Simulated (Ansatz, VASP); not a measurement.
## One calculation of Hf2N, two programs

```
Hf N
1.0
     5.31312    0.00000    0.00000
     0.00000    5.31312    0.00000
     0.00000    0.00000    3.24210
Hf N
4 2
Direct
  0.29554 0.29554 0.00000
  0.70446 0.70446 0.00000
  0.79554 0.20446 0.50000
  0.20446 0.79554 0.50000
  0.00000 0.00000 0.00000
  0.50000 0.50000 0.50000
```

Alike in both runs: task single point; functional r2SCAN; k mesh 8 × 8 × 12; occupations methfessel-paxton of order 1, width 0.3 eV; no spin polarisation.

```csv
,VASP,Ansatz
version,VASP 6.6.1,Ansatz 0.2.0
potentials or method,"VASP PAW PBE potentials, release 64 (Hf_pv, N), cutoff 520 eV","scalar-relativistic, plane waves, PAW"
valence electrons in the cell,50,114
```

VASP gave:

| Property | Result |
| --- | --- |
| gap on the k mesh at the Fermi level (eV) | none |
| pressure (GPa) | 0.0 |
| traceless stress, the component that is largest in VASP (GPa) | -0.11 |
| rms of the force components (eV/Å) | 0.002 |

**Question.** What did Ansatz give for the same quantities?

**Answer.** gap on the k mesh at the Fermi level (eV): none; pressure (GPa): 1.4; traceless stress, the component that is largest in VASP (GPa): 0.00; rms of the force components (eV/Å): 0.006.

VASP's potentials were made for PBE, not for r2SCAN. Atom by atom the forces differ by 0.008 eV/Å (rms over components). A gap of «none» marks a metal or a gap that the smearing closes. The functional is the same, so the differences come from potentials, cutoffs and numerics. VASP's potentials hold 50 valence electrons a cell and Ansatz's 114, so a difference there can come from the potentials and not from the codes.

Neither program's run includes spin-orbit coupling.
